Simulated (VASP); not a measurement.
A run of VASP 6.6.1 is set up as follows.

Contents of INCAR:

```
SYSTEM = AlCo
PREC = Accurate ; ENCUT = 520
EDIFF = 1E-6 ; ISMEAR = 0
SIGMA = 0.1 ; LREAL = .FALSE.
LASPH = .TRUE. ; NELM = 150
ALGO = Normal ; ISIF = 2
LWAVE = .FALSE. ; LCHARG = .FALSE.
ISPIN = 2 ; MAGMOM = -0.01 0.16
LORBIT = 11 ; LMAXMIX = 4
GGA = PE ; NBANDS = 17
```

Contents of KPOINTS:

```
Automatic mesh
0
G
  14 14 14
  0 0 0
```

POSCAR

```
AlCo
1.0
    2.8519024034      0.0000000000      0.0000000000
    0.0000000000      2.8519024034      0.0000000000
    0.0000000000      0.0000000000      2.8519024034
Al Co
1 1
Direct
    0.0000000000      0.0000000000      0.0000000000
    0.5000000000      0.5000000000      0.5000000000
```

Potentials or basis: VASP PAW PBE potentials, release 64 (Al, Co).

Launch:

```bash
$ cat potpaw_PBE.64/Al/POTCAR potpaw_PBE.64/Co/POTCAR > POTCAR
$ mpirun -np 1 vasp_std > vasp.out
```

(1) What does it give for the pressure?

(2) Estimate the net moment.

## Answers

(1) 0.0 GPa.

(2) 0.00 μB per cell.
